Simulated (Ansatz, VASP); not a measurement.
# Ir in VASP and in Ansatz

```
Ir
1.0
     0.00000    1.82371    1.96769
     1.82371    0.00000    1.96769
     1.82371    1.82371    0.00000
Ir
1
Direct
  0.00000 0.00000 0.00000
```

Change from the starting cell: strain -0.050 along x and y, +0.025 along z, atoms carried along.

Alike in both runs: task single point; functional PBEsol; k mesh 22 × 22 × 22; occupations gaussian, width 0.15 eV; no spin polarisation.

```csv
,VASP,Ansatz
version,VASP 6.6.1,Ansatz 0.2.0
potentials or method,"VASP PAW PBE potentials, release 64 (Ir), cutoff 520 eV","scalar-relativistic, plane waves, PAW"
valence electrons in the cell,9,17
```

```csv
,VASP,Ansatz,Ansatz less VASP
gap on the k mesh at the Fermi level (eV),none,none,-
pressure (GPa),36.2,34.5,-1.71
"traceless stress, the component that is largest in VASP (GPa)",-24.38,-24.38,-0.005
```

VASP's potentials were made for PBE, not for PBEsol. A gap of «none» marks a metal or a gap that the smearing closes. Both programs put the cell under a high pressure, so it lies far from rest at this level. VASP's potentials hold 9 valence electrons a cell and Ansatz's 17, so a difference there can come from the potentials and not from the codes.

Spin-orbit coupling is off throughout.
